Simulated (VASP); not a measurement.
A run of VASP 6.6.1 is set up as follows.

The input INCAR:

```
  PREC = Accurate
  ENCUT = 520
  EDIFF = 1E-7
  ISMEAR = -1
  SIGMA = 0.1
  LREAL = F
  LASPH = T
  NELM = 80
  ALGO = Normal
  ISIF = 2
  LWAVE = F
  LCHARG = F
  GGA = CA
  NBANDS = 12
```

File KPOINTS:

```
regular mesh
0
Gamma
  11 11 11
```

Contents of POSCAR:

```
Hg
1.0
    1.7463233735      1.0082402698      2.1478810803
   -1.7463233735      1.0082402698      2.1478810803
    0.0000000000     -2.0164805396      2.1478810803
Hg
1
Direct
    0.0000000000      1.0000000000      0.0000000000
```

Potentials or basis: VASP PAW LDA potentials, release 64 (Hg).

Launch:

```bash
$ cat potpaw_LDA.64/Hg/POTCAR > POTCAR
$ mpirun -np 1 vasp_std > vasp.out
```

Problem. What does it give for the band gap on the k mesh?

Solution. Zero (band 6 reaches 4.07 eV, above the bottom of band 7 at 1.30 eV).

Problem. Estimate the pressure.

Solution. 0.7 GPa.

Stress tensor (GPa, compression positive):
```
0.58 0.00 0.00
0.00 0.58 0.00
0.00 0.00 1.03
```

Caveat: spin-orbit coupling is left out, which moves the levels of the heavy elements.
